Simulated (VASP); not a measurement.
GdP, 2 atoms in the cell. The structure is cubic, space group Fm-3m (No. 225). The conventional cell has a = 5.961 Å, b = 5.961 Å, c = 5.961 Å, α = 90.00°, β = 90.00°, γ = 90.00°. Within 3.9 Å of Gd (site symmetry m-3m) lie 6 P at 2.98 Å. Within 3.9 Å of P (site symmetry m-3m) lie 6 Gd at 2.98 Å. 

```yaml
Program: VASP 6.6.1
Task: single point
Functional: PBEsol
Potentials_or_basis: VASP PAW PBE potentials, release 64 (Gd, P)
Cutoff: 520 eV
k_mesh: 9 × 9 × 9
Occupations: fermi-dirac, width 0.15 eV
Spin: collinear spin, ferromagnetic start
Starting_moments: "[7.0, 0.0] μB"
Dipole_correction: no
Further_INCAR_settings: ALGO = Normal; EDIFF = 1e-07; NBANDS = 22
```

Potentials or basis: VASP PAW PBE potentials, release 64 (Gd, P).

Run with:

```console
$ cat potpaw_PBE.64/Gd/POTCAR potpaw_PBE.64/P/POTCAR > POTCAR
$ mpirun -np 1 vasp_std > vasp.out
```

Hardware: 1 thread of AMD EPYC 9R45 96-Core Processor (Zen 5), on a shared host.

Task: How long does it take, and how much memory?

Result: Wall time 100 s on 1 thread of AMD EPYC 9R45 96-Core Processor (Zen 5), on a shared host, peak memory 0.22 GiB. Counts: scf iterations 27, k points 35.
